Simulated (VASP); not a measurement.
# Sc (P6_3/mmc) in VASP: notebook

The runs below take Sc through single point, with PBEsol.

Everything below comes from runs of VASP 6.6.1. Logs are shortened: lines on timing, memory, paths and dates and some standing lists are left out, and cuts for length are marked.

### Step 1. The cell of the first run

The structure is hexagonal, space group P6_3/mmc (No. 194). The conventional cell has a = 3.358 Å, b = 3.358 Å, c = 5.189 Å, α = 90.00°, β = 90.00°, γ = 120.00°. Sc (site symmetry -6m2) has 12 Sc at 3.24 to 3.36 Å within 4.3 Å.

### Step 2. Single point, PBEsol (strain +0.015 along x and y, -0.015 along z)

INCAR

```
ALGO = Fast
EDIFF = 1E-7
ENCUT = 520
GGA = PS
ISIF = 2
ISMEAR = 0
LASPH = True
LCHARG = False
LREAL = False
LWAVE = False
NBANDS = 18
NELM = 100
PREC = Accurate
SIGMA = 0.15
```

KPOINTS

```
k-points
0
Gamma
  18 18 10
```

POSCAR

```
Sc
1.0
    3.3584298657      0.0000000000      0.0000000000
   -1.6792149328      2.9084855806      0.0000000000
    0.0000000000      0.0000000000      5.1889800000
Sc
2
Direct
    0.3333333333      0.6666666667      0.2500000000
    0.6666666667      0.3333333333      0.7500000000
```

Potentials or basis: VASP PAW PBE potentials, release 64 (Sc_sv).

Command:

```
cat potpaw_PBE.64/Sc_sv/POTCAR > POTCAR
mpirun -np 1 vasp_std > vasp.out
```

OUTCAR:

```text
EDIFF = 1E-7
   ENCUT = 520
   GGA = PS
   ISIF = 2
   ISMEAR = 0
   LASPH = True
   LREAL = False
   NELM = 100
   PREC = Accurate

 ion  position               nearest neighbor table
   1  0.333  0.667  0.250-   2 3.24   2 3.24   2 3.24   2 3.24   2 3.24   2 3.24
   2  0.667  0.333  0.750-   1 3.24   1 3.24   1 3.24   1 3.24   1 3.24   1 3.24

  LATTYP: Found a hexagonal cell.
 ALAT       =     3.3584298657
 C/A-ratio  =     1.5450612958

  Lattice vectors:

 A1 = (   3.3584298657,   0.0000000000,   0.0000000000)
 A2 = (  -1.6792149328,   2.9084855806,   0.0000000000)
 A3 = (   0.0000000000,   0.0000000000,   5.1889800000)

Analysis of symmetry for initial positions (statically):
=====================================================================
 Subroutine PRICEL returns:
 Original cell was already a primitive cell.

 Routine SETGRP: Setting up the symmetry group for a
 hexagonal supercell.

 Subroutine GETGRP returns: Found 24 space group operations
 (whereof 12 operations were pure point group operations)
 out of a pool of 24 trial point group operations.

The static configuration has the point symmetry D_3d.
 The point group associated with its full space group is D_6h.

Analysis of symmetry for dynamics (positions and initial velocities):
=====================================================================
 Subroutine PRICEL returns:
 Original cell was already a primitive cell.

 Routine SETGRP: Setting up the symmetry group for a
 hexagonal supercell.

 Subroutine GETGRP returns: Found 24 space group operations
 (whereof 12 operations were pure point group operations)
 out of a pool of 24 trial point group operations.

The dynamic configuration has the point symmetry D_3d.
 The point group associated with its full space group is D_6h.

 Subroutine INISYM returns: Found 24 space group operations
 (whereof 12 operations are pure point group operations),
 and found     1 'primitive' translations

----------------------------------------------------------------------------------------

                                     Primitive cell

  volume of cell :      50.6857

  direct lattice vectors                    reciprocal lattice vectors
     3.358429866  0.000000000  0.000000000     0.297758191  0.171910771  0.000000000
    -1.679214933  2.908485581  0.000000000     0.000000000  0.343821543  0.000000000
     0.000000000  0.000000000  5.188980000     0.000000000  0.000000000  0.192716102

  length of vectors
     3.358429866  3.358429866  5.188980000     0.343821543  0.343821543  0.192716102

  position of ions in fractional coordinates (direct lattice)
     0.333333333  0.666666667  0.250000000
     0.666666667  0.333333333  0.750000000

  ion indices of the primitive-cell ions
   primitive index   ion index
                 1           1
                 2           2

----------------------------------------------------------------------------------------

 KPOINTS: k-points

Automatic generation of k-mesh.
 Grid dimensions read from file:
 generate k-points for:   18   18   10

 Generating k-lattice:

  Cartesian coordinates                     Fractional coordinates (reciprocal lattice)
     0.016542122  0.009550598  0.000000000     0.055555556 -0.000000000  0.000000000
     0.000000000  0.019101197  0.000000000     0.000000000  0.055555556  0.000000000
     0.000000000  0.000000000  0.019271610     0.000000000  0.000000000  0.100000000

  Length of vectors
     0.019101197  0.019101197  0.019271610

  Shift w.r.t. Gamma in fractional coordinates (k-lattice)
     0.000000000  0.000000000  0.000000000

 Subroutine IBZKPT returns following result:
 ===========================================

 Found    222 irreducible k-points:

 Following reciprocal coordinates:
            Coordinates               Weight
  0.000000  0.000000  0.000000      1.000000
  0.055556  0.000000  0.000000      6.000000
  0.111111  0.000000  0.000000      6.000000
  0.166667  0.000000  0.000000      6.000000
  0.222222  0.000000  0.000000      6.000000
  0.277778  0.000000  0.000000      6.000000
[... 16 lines left out ...]
  0.333333  0.111111  0.000000     12.000000
  0.388889  0.111111  0.000000     12.000000
 [... further k-points ...]
   k-points           NKPTS =    222   k-points in BZ     NKDIM =    222   number of bands    NBANDS=     18
   number of dos      NEDOS =    301   number of ions     NIONS =      2
   total plane-waves  NPLWV =  31360
   dimension x,y,z NGX =    28 NGY =   28 NGZ =   40
   dimension x,y,z NGXF=    56 NGYF=   56 NGZF=   80
   ions per type =               2
   NGX,Y,Z   is equivalent  to a cutoff of  13.86, 13.86, 12.82 a.u.
   NGXF,Y,Z  is equivalent  to a cutoff of  27.72, 27.72, 25.63 a.u.
 SYSTEM =  unknown system
   PREC   = accura    normal or accurate (medium, high low for compatibility)
   ISTART =      0    job   : 0-new  1-cont  2-samecut
   ICHARG =      2    charge: 1-file 2-atom 10-const
   ISPIN  =      1    spin polarized calculation?
   LNONCOLLINEAR =      F non collinear calculations
   LSORBIT =      F    spin-orbit coupling
   LASPH  =      T    aspherical Exc in radial PAW
   ENCUT  =  520.0 eV  38.22 Ry    6.18 a.u.   6.24  6.24  9.65*2*pi/ulx,y,z
   NELM   =    100;   NELMIN=  2; NELMDL= -5     # of ELM steps
   EDIFF  = 0.1E-06   stopping-criterion for ELM
   LREAL  =      F    real-space projection
   EDIFFG = 0.1E-05   stopping-criterion for IOM
   NSW    =      0    number of steps for IOM
   IBRION =     -1    ionic relax: 0-MD 1-quasi-New 2-CG
   NFREE  =      0    steps in history (QN), initial steepest desc. (CG)
   ISIF   =      2    stress and relaxation
   ISYM   =      2    0-nonsym 1-usesym 2-fastsym
   POTIM  = 0.5000    time-step for ionic-motion
   TEBEG  =    0.0;   TEEND  =   0.0 temperature during run
   PSTRESS=    0.0 pullay stress
   NELECT =      22.0000    total number of electrons
   NUPDOWN=      -1.0000    fix difference up-down
   EMIN   =  10.00;   EMAX   =-10.00  energy-range for DOS
   EFERMI =   0.00;   METHOD = LEGACY
   ISMEAR =     0;   SIGMA  =   0.15  broadening in eV -4-tet -1-fermi 0-gaus
   EFERMI_NEDOS =   21; number of points for ismear=-14 and -15
   IALGO  =     68    algorithm
   IMIX   =      4    mixing-type and parameters
     AMIX     =   0.40;   BMIX     =  1.00
     AMIX_MAG =   1.60;   BMIX_MAG =  1.00
  volume/ion in A,a.u.               =      25.34       171.02
  Fermi-wavevector in a.u.,A,eV,Ry     =   1.239521  2.342356 20.904169  1.536413
  Thomas-Fermi vector in A             =   2.374001
   LORBIT       =      0    0 simple, 1 ext, 2 COOP (PROOUT), +10 PAW based schemes
   GGA     = PS    functional components
   LHFCALC =     F    Hartree Fock is set to
   AEXX    =    0.0000 exact exchange contribution
   IVDW    =     0    specifies the selected vdW correction
   LEPSILON=     F    determine dielectric tensor
   LRPA    =     F    only Hartree local field effects (RPA)
 non-spin polarized calculation
 RMM-DIIS sequential band-by-band and
 Gauss-broadening in eV      SIGMA  =   0.15
  energy-cutoff  :      520.00
  volume of cell :       50.69
 maximum number of plane-waves:      1387
 NGX is ok and might be reduce to    28
   NGX = 13   NGY = 13   NGZ = 19

 number of electron      21.9999999 magnetization

 Free energy of the ion-electron system (eV)
  ---------------------------------------------------
  ext. energy  EPLUGINS =         0.00000000
  ---------------------------------------------------
  free energy    TOTEN  =       -13.19602312 eV

  energy without entropy =      -13.14871303  energy(sigma->0) =      -13.17236807

 E-fermi :   3.4104     XC(G=0):  -9.8760

 val. band max:        3.4027680435   @ k =   0.3889   0.2222   0.4000
 cond. band min:       3.4125609781   @ k =   0.3333   0.1111   0.4000
 fundamental gap:      0.0097929346
 Fermi energy:         3.4104068808

 k-point     1 :       0.0000    0.0000    0.0000
  band No.  band energies     occupation
      1     -45.8642      2.00000
      2     -45.7978      2.00000
      3     -24.7661      2.00000
      4     -24.4520      2.00000
      5     -24.4520      2.00000
      6     -24.3874      2.00000
[... 10 lines left out ...]
     17       5.6269      0.00000
     18       5.6275      0.00000

 k-point     2 :       0.0556    0.0000    0.0000
  band No.  band energies     occupation
      1     -45.8630      2.00000
      2     -45.7974      2.00000
      3     -24.7624      2.00000
      4     -24.4589      2.00000
      5     -24.4546      2.00000
      6     -24.3947      2.00000
[... 10 lines left out ...]
     17       5.5725      0.00000
     18       5.5855      0.00000

 k-point     3 :       0.1111    0.0000    0.0000
  band No.  band energies     occupation
      1     -45.8592      2.00000
      2     -45.7963      2.00000
      3     -24.7514      2.00000
      4     -24.4789      2.00000
      5     -24.4616      2.00000
      6     -24.4156      2.00000
[... 10 lines left out ...]
     17       5.5230      0.00000
     18       5.5655      0.00000

 k-point     4 :       0.1667    0.0000    0.0000
  band No.  band energies     occupation
      1     -45.8533      2.00000
      2     -45.7947      2.00000
      3     -24.7338      2.00000
      4     -24.5095      2.00000
      5     -24.4720      2.00000
      6     -24.4471      2.00000
[... 375 lines left out ...]
      4     -24.6225      2.00000
      5     -24.5738      2.00000
      6     -24.5100      2.00000
[... 10 lines left out ...]
     17       6.5461      0.00000
     18       6.9049      0.00000

 k-point    23 :       0.3333    0.1111    0.0000
  band No.  band energies     occupation
      1     -45.8194      2.00000
      2     -45.7911      2.00000
      3     -24.6524      2.00000
      4     -24.6189      2.00000
      5     -24.5917      2.00000
      6     -24.5266      2.00000
[... 10 lines left out ...]
     17       6.8456      0.00000
     18       7.2363      0.00000

 k-point    24 :       0.3889    0.1111    0.0000
  band No.  band energies     occupation
      1     -45.8139      2.00000
      2     -45.7920      2.00000
      3     -24.6719      2.00000
      4     -24.6033      2.00000
      5     -24.5966      2.00000
      6     -24.5374      2.00000
[... 10 lines left out ...]
     17       7.0248      0.00000
     18       7.3366      0.00000

 [... further k-points ...]

------------------------ aborting loop because EDIFF is reached ----------------------------------------

  FORCE on cell =-STRESS in cart. coord.  units (eV):
  Direction    XX          YY          ZZ          XY          YZ          ZX
  --------------------------------------------------------------------------------------
  -------------------------------------------------------------------------------------
  Total       -1.1645537     -1.1645537     -0.9963051     -0.0000000      0.0000000      0.0000000
  in kB      -36.8116194    -36.8116194    -31.4932682     -0.0000000      0.0000000      0.0000000
  external PRESSURE =     -35.0388357 kB  Pullay stress =       0.0000000 kB

 VOLUME and BASIS-vectors are now :
 -----------------------------------------------------------------------------
  energy-cutoff  :      520.00
  volume of cell :       50.69
      direct lattice vectors                 reciprocal lattice vectors
     3.358429866  0.000000000  0.000000000     0.297758191  0.171910771  0.000000000
    -1.679214933  2.908485581  0.000000000     0.000000000  0.343821543  0.000000000
     0.000000000  0.000000000  5.188980000     0.000000000  0.000000000  0.192716102

 POSITION                                       TOTAL-FORCE (eV/Angst)
 -----------------------------------------------------------------------------------
     -0.00000      1.93899      1.29724         0.000000     -0.000000      0.000000
      1.67921      0.96950      3.89173         0.000000      0.000000      0.000000
 -----------------------------------------------------------------------------------
    total drift:                                0.000000     -0.000000      0.000000

  FREE ENERGIE OF THE ION-ELECTRON SYSTEM (eV)
  ---------------------------------------------------
  free  energy   TOTEN  =       -13.1960231212 eV

  energy  without entropy=      -13.1487130280  energy(sigma->0) =      -13.17236807
```

Wall time 2.1 min (1 thread of Intel Xeon 6975P-C (Granite Rapids), shared host); peak memory 0.3 GiB.

What came out:

```yaml
Free_energy: -13.1960 eV
Pressure: -3.5 GPa
Band_gap_on_the_k_mesh: zero (band 11 reaches 4.40 eV, above the bottom of band 12 at 2.92 eV)
```

Stress tensor (GPa, compression positive):
```
-3.68  0.00  0.00
 0.00 -3.68  0.00
 0.00  0.00 -3.15
```

Levels at points of the mesh, in eV from the Fermi level:
| k point | band 9 | band 10 | band 11 | band 12 | band 13 | band 14 |
| --- | --- | --- | --- | --- | --- | --- |
| (0.00, 0.00, 0.00) | -5.08 | -1.59 | 0.63 | 1.55 | 1.55 | 1.85 |
| (0.50, 0.00, 0.00) | -1.62 | -1.03 | -0.62 | -0.37 | 1.28 | 1.28 |
| (0.00, 0.00, 0.50) | -3.55 | -3.55 | 0.99 | 0.99 | 1.45 | 1.45 |
| (0.50, 0.00, 0.50) | -1.44 | -1.44 | 0.07 | 0.07 | 1.23 | 1.23 |

Caveat: the cell differs from its parent crystal (strain +0.015 along x and y, -0.015 along z); the PAW data sets were made with another functional, which shifts forces and pressure a little.

(Continued in part 2 of 2.)
